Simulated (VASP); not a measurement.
# K (Fm-3m) in VASP: further runs

The runs below take K through single point, with PBEsol.

All numbers are computed with VASP 6.6.1; they aren't measurements. Logs are shortened: lines on timing, memory, paths and dates and some standing lists are left out, and cuts for length are marked.

### Step 1. The cell of the first run

Symmetry: Fm-3m, No. 225, cubic system. The conventional cell has a = 6.583 Å, b = 6.583 Å, c = 6.583 Å, α = 90.00°, β = 90.00°, γ = 90.00°.

### Step 2. Single point, PBEsol

File INCAR:

```
PREC = Accurate
ENCUT = 520
EDIFF = 1E-7
ISMEAR = -1
SIGMA = 0.1
LREAL = False
LASPH = True
NELM = 100
ALGO = Normal
ISIF = 2
LWAVE = False
LCHARG = False
GGA = PS
NBANDS = 16
```

File KPOINTS:

```
Automatic mesh
0
Gamma
  8 6 8
```

File POSCAR:

```
K
1.0
   -3.2915455456      3.2915455456      0.0000000000
    0.0000000000      0.0000000000      6.5830910912
    3.2915455456      3.2915455456      0.0000000000
K
2
Direct
    0.0000000000      0.0000000000      0.0000000000
    0.5000000000      0.5000000000      0.5000000000
```

Potentials or basis: VASP PAW PBE potentials, release 64 (K_sv).

The run is started by

```console
$ cat potpaw_PBE.64/K_sv/POTCAR > POTCAR
$ mpirun -np 1 vasp_std > vasp.out
```

OUTCAR:

```text
PREC = Accurate
   ENCUT = 520
   EDIFF = 1E-7
   ISMEAR = -1
   LREAL = False
   LASPH = True
   NELM = 100
   ISIF = 2
   GGA = PS

 ion  position               nearest neighbor table
   1  0.000  0.000  0.000-
   2  0.500  0.500  0.500-

  LATTYP: Found a simple tetragonal cell.
 ALAT       =     4.6549483518
 C/A-ratio  =     1.4142135624

  Lattice vectors:

 A1 = (   3.2915455456,  -3.2915455456,   0.0000000000)
 A2 = (   3.2915455456,   3.2915455456,   0.0000000000)
 A3 = (   0.0000000000,   0.0000000000,   6.5830910912)

Analysis of symmetry for initial positions (statically):
=====================================================================
 Subroutine PRICEL returns following result:

  LATTYP: Found a face centered cubic cell.
 ALAT       =     6.5830910912

  Lattice vectors:

 A1 = (   3.2915455456,   0.0000000000,   3.2915455456)
 A2 = (   3.2915455456,   3.2915455456,   0.0000000000)
 A3 = (   0.0000000000,   3.2915455456,   3.2915455456)

   2 primitive cells build up your supercell.

 Routine SETGRP: Setting up the symmetry group for a
 simple tetragonal supercell.

 Subroutine GETGRP returns: Found 16 space group operations
 (whereof 16 operations were pure point group operations)
 out of a pool of 16 trial point group operations.

The static configuration has the point symmetry D_4h.

Analysis of symmetry for dynamics (positions and initial velocities):
=====================================================================
 Subroutine PRICEL returns following result:

  LATTYP: Found a face centered cubic cell.
 ALAT       =     6.5830910912

  Lattice vectors:

 A1 = (   3.2915455456,   0.0000000000,   3.2915455456)
 A2 = (   3.2915455456,   3.2915455456,   0.0000000000)
 A3 = (   0.0000000000,   3.2915455456,   3.2915455456)

   2 primitive cells build up your supercell.

 Routine SETGRP: Setting up the symmetry group for a
 simple tetragonal supercell.

 Subroutine GETGRP returns: Found 16 space group operations
 (whereof 16 operations were pure point group operations)
 out of a pool of 16 trial point group operations.

The dynamic configuration has the point symmetry D_4h.

 Subroutine INISYM returns: Found 16 space group operations
 (whereof 16 operations are pure point group operations),
 and found     2 'primitive' translations

----------------------------------------------------------------------------------------

                                     Primitive cell

  volume of cell :      71.3230

  direct lattice vectors                    reciprocal lattice vectors
     3.291545546  0.000000000  3.291545546     0.151904324 -0.151904324  0.151904324
     3.291545546  3.291545546  0.000000000     0.151904324  0.151904324 -0.151904324
     0.000000000  3.291545546  3.291545546    -0.151904324  0.151904324  0.151904324

  length of vectors
     4.654948352  4.654948352  4.654948352     0.263106007  0.263106007  0.263106007

  position of ions in fractional coordinates (direct lattice)
     0.000000000  0.000000000  0.000000000

  ion indices of the primitive-cell ions
   primitive index   ion index
                 1           1

----------------------------------------------------------------------------------------

 KPOINTS: Automatic mesh

Automatic generation of k-mesh.
 Grid dimensions read from file:
 generate k-points for:    8    6    8

 Generating k-lattice:

  Cartesian coordinates                     Fractional coordinates (reciprocal lattice)
    -0.018988040  0.018988040  0.000000000     0.125000000  0.000000000  0.000000000
     0.000000000  0.000000000  0.025317387     0.000000000  0.166666667  0.000000000
     0.018988040  0.018988040  0.000000000     0.000000000  0.000000000  0.125000000

  Length of vectors
     0.026853144  0.025317387  0.026853144

  Shift w.r.t. Gamma in fractional coordinates (k-lattice)
     0.000000000  0.000000000  0.000000000

 Subroutine IBZKPT returns following result:
 ===========================================

 Found     60 irreducible k-points:

 Following reciprocal coordinates:
            Coordinates               Weight
  0.000000  0.000000  0.000000      1.000000
  0.125000  0.000000  0.000000      4.000000
  0.250000  0.000000  0.000000      4.000000
  0.375000  0.000000  0.000000      4.000000
  0.500000  0.000000  0.000000      2.000000
  0.000000  0.166667  0.000000      2.000000
[... 16 lines left out ...]
  0.375000  0.000000  0.125000      8.000000
  0.500000  0.000000  0.125000      4.000000
 [... further k-points ...]
   k-points           NKPTS =     60   k-points in BZ     NKDIM =     60   number of bands    NBANDS=     16
   number of dos      NEDOS =    301   number of ions     NIONS =      2
   total plane-waves  NPLWV =  64800
   dimension x,y,z NGX =    36 NGY =   50 NGZ =   36
   dimension x,y,z NGXF=    72 NGYF=  100 NGZF=   72
   ions per type =               2
   NGX,Y,Z   is equivalent  to a cutoff of  12.86, 12.63, 12.86 a.u.
   NGXF,Y,Z  is equivalent  to a cutoff of  25.71, 25.25, 25.71 a.u.
 SYSTEM =  unknown system
   PREC   = accura    normal or accurate (medium, high low for compatibility)
   ISTART =      0    job   : 0-new  1-cont  2-samecut
   ICHARG =      2    charge: 1-file 2-atom 10-const
   ISPIN  =      1    spin polarized calculation?
   LNONCOLLINEAR =      F non collinear calculations
   LSORBIT =      F    spin-orbit coupling
   LASPH  =      T    aspherical Exc in radial PAW
   ENCUT  =  520.0 eV  38.22 Ry    6.18 a.u.   8.66 12.24  8.66*2*pi/ulx,y,z
   NELM   =    100;   NELMIN=  2; NELMDL= -5     # of ELM steps
   EDIFF  = 0.1E-06   stopping-criterion for ELM
   LREAL  =      F    real-space projection
   EDIFFG = 0.1E-05   stopping-criterion for IOM
   NSW    =      0    number of steps for IOM
   IBRION =     -1    ionic relax: 0-MD 1-quasi-New 2-CG
   NFREE  =      0    steps in history (QN), initial steepest desc. (CG)
   ISIF   =      2    stress and relaxation
   ISYM   =      2    0-nonsym 1-usesym 2-fastsym
   POTIM  = 0.5000    time-step for ionic-motion
   TEBEG  =    0.0;   TEEND  =   0.0 temperature during run
   PSTRESS=    0.0 pullay stress
   NELECT =      18.0000    total number of electrons
   NUPDOWN=      -1.0000    fix difference up-down
   EMIN   =  10.00;   EMAX   =-10.00  energy-range for DOS
   EFERMI =   0.00;   METHOD = LEGACY
   ISMEAR =    -1;   SIGMA  =   0.10  broadening in eV -4-tet -1-fermi 0-gaus
   EFERMI_NEDOS =   21; number of points for ismear=-14 and -15
   IALGO  =     38    algorithm
   IMIX   =      4    mixing-type and parameters
     AMIX     =   0.40;   BMIX     =  1.00
     AMIX_MAG =   1.60;   BMIX_MAG =  1.00
  volume/ion in A,a.u.               =      71.32       481.31
  Fermi-wavevector in a.u.,A,eV,Ry     =   0.821131  1.551713  9.173812  0.674256
  Thomas-Fermi vector in A             =   1.932236
   LORBIT       =      0    0 simple, 1 ext, 2 COOP (PROOUT), +10 PAW based schemes
   GGA     = PS    functional components
   LHFCALC =     F    Hartree Fock is set to
   AEXX    =    0.0000 exact exchange contribution
   IVDW    =     0    specifies the selected vdW correction
   LEPSILON=     F    determine dielectric tensor
   LRPA    =     F    only Hartree local field effects (RPA)
 non-spin polarized calculation
  energy-cutoff  :      520.00
  volume of cell :      142.65
 maximum number of plane-waves:      3884
 NGX is ok and might be reduce to    36
   NGX = 17   NGY = 25   NGZ = 17

 number of electron      18.0000000 magnetization

 Free energy of the ion-electron system (eV)
  ---------------------------------------------------
  ext. energy  EPLUGINS =         0.00000000
  ---------------------------------------------------
  free energy    TOTEN  =        -2.29179911 eV

  energy without entropy =       -2.24035115  energy(sigma->0) =       -2.26607513

 E-fermi :  -0.1107     XC(G=0):  -5.7730

 val. band max:       -0.1193432769   @ k =   0.2500   0.3333   0.1250
 cond. band min:      -0.1007922739   @ k =   0.5000   0.3333   0.0000
 fundamental gap:      0.0185510030
 Fermi energy:        -0.1107411949

 k-point     1 :       0.0000    0.0000    0.0000
  band No.  band energies     occupation
      1     -32.0697      2.00000
      2     -32.0639      2.00000
      3     -15.6495      2.00000
      4     -15.6060      2.00000
      5     -15.6060      2.00000
      6     -15.5785      2.00000
[... 8 lines left out ...]
     15       4.1413      0.00000
     16       4.9236      0.00000

 k-point     2 :       0.1250    0.0000    0.0000
  band No.  band energies     occupation
      1     -32.0693      2.00000
      2     -32.0639      2.00000
      3     -15.6462      2.00000
      4     -15.6108      2.00000
      5     -15.6045      2.00000
      6     -15.5854      2.00000
[... 8 lines left out ...]
     15       4.2157      0.00000
     16       4.4129      0.00000

 k-point     3 :       0.2500    0.0000    0.0000
  band No.  band energies     occupation
      1     -32.0681      2.00000
      2     -32.0640      2.00000
      3     -15.6371      2.00000
      4     -15.6220      2.00000
      5     -15.6028      2.00000
      6     -15.6003      2.00000
[... 8 lines left out ...]
     15       4.3356      0.00000
     16       4.4340      0.00000

 k-point     4 :       0.3750    0.0000    0.0000
  band No.  band energies     occupation
      1     -32.0667      2.00000
      2     -32.0644      2.00000
      3     -15.6317      2.00000
      4     -15.6242      2.00000
      5     -15.6214      2.00000
      6     -15.5970      2.00000
[... 8 lines left out ...]
     15       4.3144      0.00000
     16       4.5023      0.00000

 k-point     5 :       0.5000    0.0000    0.0000
  band No.  band energies     occupation
      1     -32.0653      2.00000
      2     -32.0653      2.00000
      3     -15.6324      2.00000
      4     -15.6324      2.00000
      5     -15.6101      2.00000
      6     -15.6101      2.00000
[... 8 lines left out ...]
     15       4.3191      0.00000
     16       4.3191      0.00000

 k-point     6 :       0.0000    0.1667    0.0000
  band No.  band energies     occupation
      1     -32.0693      2.00000
      2     -32.0643      2.00000
      3     -15.6450      2.00000
      4     -15.6042      2.00000
      5     -15.6042      2.00000
      6     -15.5835      2.00000
[... 8 lines left out ...]
     15       4.1560      0.00000
     16       4.7868      0.00000

 k-point     7 :       0.1250    0.1667    0.0000
  band No.  band energies     occupation
      1     -32.0689      2.00000
      2     -32.0642      2.00000
      3     -15.6431      2.00000
      4     -15.6081      2.00000
      5     -15.6028      2.00000
      6     -15.5922      2.00000
[... 8 lines left out ...]
     15       4.2282      0.00000
     16       4.5179      0.00000

 k-point     8 :       0.2500    0.1667    0.0000
  band No.  band energies     occupation
      1     -32.0679      2.00000
      2     -32.0643      2.00000
      3     -15.6400      2.00000
      4     -15.6146      2.00000
      5     -15.6101      2.00000
      6     -15.5990      2.00000
[... 8 lines left out ...]
     15       4.2862      0.00000
     16       4.3811      0.00000

 k-point     9 :       0.3750    0.1667    0.0000
  band No.  band energies     occupation
      1     -32.0665      2.00000
      2     -32.0646      2.00000
      3     -15.6415      2.00000
      4     -15.6288      2.00000
      5     -15.6120      2.00000
      6     -15.5939      2.00000
[... 8 lines left out ...]
     15       4.2111      0.00000
     16       4.2556      0.00000
[... 172 lines left out ...]
 k-point    19 :       0.3750    0.5000    0.0000
  band No.  band energies     occupation
      1     -32.0655      2.00000
      2     -32.0655      2.00000
      3     -15.6482      2.00000
      4     -15.6482      2.00000
      5     -15.5894      2.00000
      6     -15.5894      2.00000
[... 8 lines left out ...]
     15       3.9781      0.00000
     16       3.9781      0.00000

 k-point    20 :       0.5000    0.5000    0.0000
  band No.  band energies     occupation
      1     -32.0653      2.00000
      2     -32.0653      2.00000
      3     -15.6539      2.00000
      4     -15.6539      2.00000
      5     -15.5889      2.00000
      6     -15.5889      2.00000
[... 8 lines left out ...]
     15       3.9230      0.00000
     16       3.9230      0.00000

 k-point    21 :       0.1250    0.0000    0.1250
  band No.  band energies     occupation
      1     -32.0689      2.00000
      2     -32.0639      2.00000
      3     -15.6432      2.00000
      4     -15.6124      2.00000
      5     -15.6063      2.00000
      6     -15.5893      2.00000
[... 8 lines left out ...]
     15       4.1775      0.00000
     16       4.1776      0.00000

 k-point    22 :       0.2500    0.0000    0.1250
  band No.  band energies     occupation
      1     -32.0678      2.00000
      2     -32.0639      2.00000
      3     -15.6347      2.00000
      4     -15.6226      2.00000
      5     -15.6051      2.00000
      6     -15.6035      2.00000
[... 8 lines left out ...]
     15       3.9541      0.00000
     16       4.3488      0.00000

 k-point    23 :       0.3750    0.0000    0.1250
  band No.  band energies     occupation
      1     -32.0664      2.00000
      2     -32.0643      2.00000
      3     -15.6324      2.00000
      4     -15.6231      2.00000
      5     -15.6226      2.00000
      6     -15.5982      2.00000
[... 8 lines left out ...]
     15       3.7575      0.00000
     16       4.3664      0.00000

 k-point    24 :       0.5000    0.0000    0.1250
  band No.  band energies     occupation
      1     -32.0651      2.00000
      2     -32.0651      2.00000
      3     -15.6335      2.00000
      4     -15.6335      2.00000
      5     -15.6095      2.00000
      6     -15.6095      2.00000
[... 8 lines left out ...]
     15       4.1197      0.00000
     16       4.1197      0.00000

 [... further k-points ...]

------------------------ aborting loop because EDIFF is reached ----------------------------------------

  FORCE on cell =-STRESS in cart. coord.  units (eV):
  Direction    XX          YY          ZZ          XY          YZ          ZX
  --------------------------------------------------------------------------------------
  -------------------------------------------------------------------------------------
  Total       -0.0041932     -0.0041932     -0.0174884      0.0000000      0.0000000      0.0000000
  in kB       -0.0470975     -0.0470975     -0.1964275      0.0000000      0.0000000      0.0000000
  external PRESSURE =      -0.0968741 kB  Pullay stress =       0.0000000 kB

 VOLUME and BASIS-vectors are now :
 -----------------------------------------------------------------------------
  energy-cutoff  :      520.00
  volume of cell :      142.65
      direct lattice vectors                 reciprocal lattice vectors
    -3.291545546  3.291545546  0.000000000    -0.151904324  0.151904324  0.000000000
     0.000000000  0.000000000  6.583091091     0.000000000  0.000000000  0.151904324
     3.291545546  3.291545546  0.000000000     0.151904324  0.151904324  0.000000000

 POSITION                                       TOTAL-FORCE (eV/Angst)
 -----------------------------------------------------------------------------------
      0.00000      0.00000      0.00000        -0.000000     -0.000000      0.000000
      0.00000      3.29155      3.29155         0.000000      0.000000     -0.000000
 -----------------------------------------------------------------------------------
    total drift:                                0.000000      0.000000      0.000000

  FREE ENERGIE OF THE ION-ELECTRON SYSTEM (eV)
  ---------------------------------------------------
  free  energy   TOTEN  =        -2.2917991058 eV

  energy  without entropy=       -2.2403511537  energy(sigma->0) =       -2.26607513
```

Run time: 47 s. Hardware: 1 thread of Intel Xeon 6975P-C (Granite Rapids), shared host; peak memory 0.29 GiB.

Results:

| Item | Value |
| --- | --- |
| Free energy | -2.2918 eV |
| Pressure | 0.0 GPa |
| Band gap on the k mesh | zero (band 9 reaches 1.32 eV, above the bottom of band 10 at -1.34 eV) |

Levels at points of the mesh, in eV from the Fermi level:
| k point | band 7 | band 8 | band 9 | band 10 | band 11 | band 12 |
| --- | --- | --- | --- | --- | --- | --- |
| (0.00, 0.00, 0.00) | -15.47 | -15.47 | -2.19 | 0.91 | 1.42 | 2.34 |
| (0.50, 0.00, 0.00) | -15.48 | -15.48 | -0.34 | -0.34 | 2.21 | 2.21 |
| (0.00, 0.50, 0.00) | -15.48 | -15.48 | -1.23 | -1.23 | 3.04 | 3.04 |
| (0.50, 0.50, 0.00) | -15.48 | -15.48 | 0.33 | 0.33 | 0.57 | 0.57 |
| (0.50, 0.00, 0.50) | -15.50 | -15.50 | 0.91 | 0.91 | 1.42 | 1.42 |
| (0.50, 0.50, 0.50) | -15.50 | -15.50 | 1.44 | 1.44 | 1.76 | 1.76 |

Caveat: the PAW data sets were made with another functional, which shifts forces and pressure a little.

### Step 3. Single point, PBEsol

File INCAR:

```
SYSTEM = K
PREC = Accurate ; ENCUT = 520
EDIFF = 1E-6 ; ISMEAR = -1
SIGMA = 0.1 ; LREAL = .FALSE.
LASPH = .TRUE. ; NELM = 80
ALGO = Normal ; ISIF = 2
LWAVE = .FALSE. ; LCHARG = .FALSE.
GGA = PS ; NBANDS = 16
```

File KPOINTS:

```
Automatic mesh
0
G
  8 6 8
  0 0 0
```

POSCAR is that of step 2.

Potentials or basis: VASP PAW PBE potentials, release 64 (K_sv).

The run is started by

```console
$ cat potpaw_PBE.64/K_sv/POTCAR > POTCAR
$ mpirun -np 1 vasp_std > vasp.out
```

It took 54 s on 1 thread of Intel Xeon 6975P-C (Granite Rapids), shared host; peak memory 0.29 GiB.

It converged, with:

```yaml
Free_energy: -2.2918 eV
Pressure: 0.0 GPa
Band_gap_on_the_k_mesh: zero (band 9 reaches 1.32 eV, above the bottom of band 10 at -1.34 eV)
```

Levels at points of the mesh, in eV from the Fermi level:
```
           k point  band 7  band 8  band 9  band 10  band 11  band 12
(0.00, 0.00, 0.00)  -15.47  -15.47   -2.19     0.91     1.42     2.34
(0.50, 0.00, 0.00)  -15.48  -15.48   -0.34    -0.34     2.21     2.21
(0.00, 0.50, 0.00)  -15.48  -15.48   -1.23    -1.23     3.04     3.04
(0.50, 0.50, 0.00)  -15.48  -15.48    0.33     0.33     0.57     0.57
(0.50, 0.00, 0.50)  -15.50  -15.50    0.91     0.91     1.42     1.42
(0.50, 0.50, 0.50)  -15.50  -15.50    1.44     1.44     1.76     1.76
```

Caveat: the PAW data sets were made with another functional, which shifts forces and pressure a little.
